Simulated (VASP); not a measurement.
## ZrB2: single point with r2SCAN+rVV10

ZrB2:

```xyz
3
Lattice="3.1700 0.0000 0.0000 -1.5850 2.7453 0.0000 0.0000 0.0000 3.5330" Properties=species:S:1:pos:R:3 pbc="T T T"
Zr    0.0000    0.0000    0.0000
B     1.5850    0.9151    1.7665
B     0.0000    1.8302    1.7665
```

| Quantity | Value |
| --- | --- |
| Program | VASP 6.6.1 |
| Task | single point |
| Functional | r2SCAN |
| Dispersion | rVV10 |
| Potentials or basis | VASP PAW PBE potentials, release 64 (Zr_sv, B) |
| Cutoff | 520 eV |
| k mesh | 10 × 10 × 8 |
| Occupations | fermi-dirac, width 0.05 eV |
| Spin | no spin polarisation |

| Quantity | Value |
| --- | --- |
| Pressure | 0.1 GPa |
| Band gap on the k mesh | zero (bands 9 and 10 overlap by 0.87 eV) |

Stress tensor (GPa, compression positive):
```
-0.65  0.00  0.00
 0.00 -0.65  0.00
 0.00  0.00  1.60
```

Levels at points of the mesh, in eV from the Fermi level:
| k point | band 5 | band 6 | band 7 | band 8 | band 9 | band 10 | band 11 | band 12 | band 13 | band 14 |
| --- | --- | --- | --- | --- | --- | --- | --- | --- | --- | --- |
| (0.00, 0.00, 0.00) | -13.56 | -2.71 | -2.71 | -2.61 | -2.53 | 3.70 | 3.70 | 4.52 | 4.52 | 5.00 |
| (0.50, 0.00, 0.00) | -9.48 | -9.15 | -4.06 | -3.22 | -2.72 | 2.37 | 2.53 | 5.23 | 5.33 | 6.80 |
| (0.00, 0.00, 0.50) | -11.48 | -7.35 | -0.97 | -0.97 | 0.44 | 0.44 | 0.93 | 0.93 | 2.07 | 5.34 |
| (0.50, 0.00, 0.50) | -10.59 | -7.47 | -4.82 | -4.32 | -2.20 | 4.06 | 4.28 | 5.61 | 6.60 | 6.90 |

Run time: 2.4 min on 1 thread of Intel Xeon 8259CL (shared host), peak memory 0.25 GiB.

Caveat: the PAW data sets were made with another functional, which shifts forces and pressure a little.
